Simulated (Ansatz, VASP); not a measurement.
## MnCu in VASP and in Ansatz

Contents of INCAR:

```
SYSTEM = MnCu
PREC     = Accurate       ! precision mode
ENCUT    = 600            ! plane-wave cutoff, eV
EDIFF    = 1E-6           ! SCF threshold, eV
ISMEAR   = 0              ! smearing method
SIGMA    = 0.1            ! smearing width, eV
LREAL    = .FALSE.        ! projectors in reciprocal space
LASPH    = .TRUE.         ! aspherical terms in the spheres
NELM     = 200            ! most SCF steps
ALGO     = Normal         ! electronic algorithm
ISIF     = 2              ! what is computed and relaxed
LWAVE    = .FALSE.        ! write WAVECAR
LCHARG   = .TRUE.         ! write CHGCAR
ISPIN    = 2              ! spin polarisation
MAGMOM   = 4 0            ! initial moments
LORBIT   = 11             ! projections on sites
LMAXMIX  = 4              ! l up to which the mixer works
GGA      = PE             ! functional
LELF     = .TRUE.         ! ELF
LVHAR    = .TRUE.       
NBANDS   = 23             ! bands
GGA_COMPAT= .FALSE.
```

The input KPOINTS:

```
Automatic mesh
0
G
  6 6 4
  0 0 0
```

The input POSCAR:

```
MnCu
1.0
    2.6485175400      0.0000000000      0.0000000000
   -1.3242587700      2.2936834700      0.0000000000
    0.0000000000      0.0000000000      4.2290020600
Mn Cu
1 1
Direct
    0.6666666700      0.3333333300      0.5000000000
    0.3333333300      0.6666666700      0.0000000000
```

Input for Ansatz:

```yaml
crystal:
  lattice:
    - [2.64851754, 0.0, 0.0]
    - [-1.32425877, 2.29368347, 0.0]
    - [0.0, 0.0, 4.22900206]
  atoms:
    - { symbol: Mn, position: [0.66666667, 0.33333333, 0.5], spin: 4.0 }
    - { symbol: Cu, position: [0.33333333, 0.66666667, 0.0] }
basis:
  ecutwfc: 420
kpoints:
  mp_grid: { grid: [6, 6, 4] }
hamiltonian:
  xc: pbe
scf:
  occupations: { method: gaussian, width: 0.1 }
  lower_state_search: "off"
output:
  forces: true
  stress: true
  eigenvalues: true
  populations: true
magnetization:
  spin_polarized: true
```

Alike in both runs: task single point; functional PBE; k mesh 6 × 6 × 4; occupations gaussian, width 0.1 eV; collinear spin.

|  | VASP | Ansatz |
| --- | --- | --- |
| version | VASP 6.6.1 | Ansatz 0.2.0 |
| potentials or method | VASP PAW PBE potentials, release 64 (Mn_pv, Cu), cutoff 600 eV | scalar-relativistic, plane waves, PAW |
| valence electrons in the cell | 24 | 34 |

Ansatz gave:

```
gap on the k mesh at the Fermi level (eV)                     : none
pressure (GPa)                                                : -1.4
traceless stress, the component that is largest in VASP (GPa) : 3.78
net moment per atom (μB)                                      : 1.60
size of the moment on the site where the two differ most (μB) : 2.99
```

Q: Which values does VASP return?

A: gap on the k mesh at the Fermi level (eV): none; pressure (GPa): -1.1; traceless stress, the component that is largest in VASP (GPa): 3.88; net moment per atom (μB): 1.60; size of the moment on the site where the two differ most (μB): 3.02.

Site moments also hang on the region over which each program counts them. A gap of «none» marks a metal or a gap that the smearing closes. With one functional, cell and mesh, what is left measures potentials, basis and numerics. VASP's potentials hold 24 valence electrons a cell and Ansatz's 34, so a difference there can come from the potentials and not from the codes.

The k mesh is coarse, so the values compare programs but aren't converged.
